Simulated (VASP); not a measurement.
Write the native input for VASP 6.6.1 that does the following.

| Quantity | Value |
| --- | --- |
| Task | single point |
| Functional | PBE |
| Potentials or basis | VASP PAW PBE potentials, release 64 (Cd, Te) |
| Cutoff | 500 eV |
| k mesh | 6 × 6 × 6 |
| Occupations | gaussian, width 0.01 eV |
| Spin | no spin polarisation |
| Dipole correction | no |
| Further INCAR settings | ALGO = Normal; EDIFF = 1e-06; NBANDS = 16 |

The structure of CdTe lies in POSCAR:

```
CdTe
1.0
    0.0000000000      3.2832013823      3.2832013823
    3.2832013823      0.0000000000      3.2832013823
    3.2832013823      3.2832013823      0.0000000000
Cd Te
1 1
Direct
    0.0000000000      0.0000000000      0.0000000000
    0.2500000000      0.2500000000      0.2500000000
```

These files were run (other wordings do the same):

INCAR

```
ALGO     = Normal         # electronic algorithm
EDIFF    = 1E-6           # SCF threshold, eV
ENCUT    = 500            # plane-wave cutoff, eV
GGA      = PE             # functional
GGA_COMPAT= F            
ISIF     = 2              # what is computed and relaxed
ISMEAR   = 0              # smearing method
LASPH    = T              # aspherical terms in the spheres
LCHARG   = F              # write CHGCAR
LREAL    = F              # projectors in reciprocal space
LWAVE    = F              # write WAVECAR
NBANDS   = 16             # bands
NELM     = 120            # most SCF steps
PREC     = Accurate       # precision mode
SIGMA    = 0.01           # smearing width, eV
```

KPOINTS

```
k-points
0
Gamma
  6 6 6
```

Potentials or basis: VASP PAW PBE potentials, release 64 (Cd, Te).

Run with:

```console
$ cat potpaw_PBE.64/Cd/POTCAR potpaw_PBE.64/Te/POTCAR > POTCAR
$ mpirun -np 1 vasp_std > vasp.out
```

It gave:

* Pressure: 1.0 GPa
* Band gap on the k mesh: 0.65 eV

Caveat: spin-orbit coupling is left out, which moves the levels of the heavy elements.

Wall time 32 s on 1 thread of Intel Xeon 8259CL (shared host), peak memory 0.21 GiB.
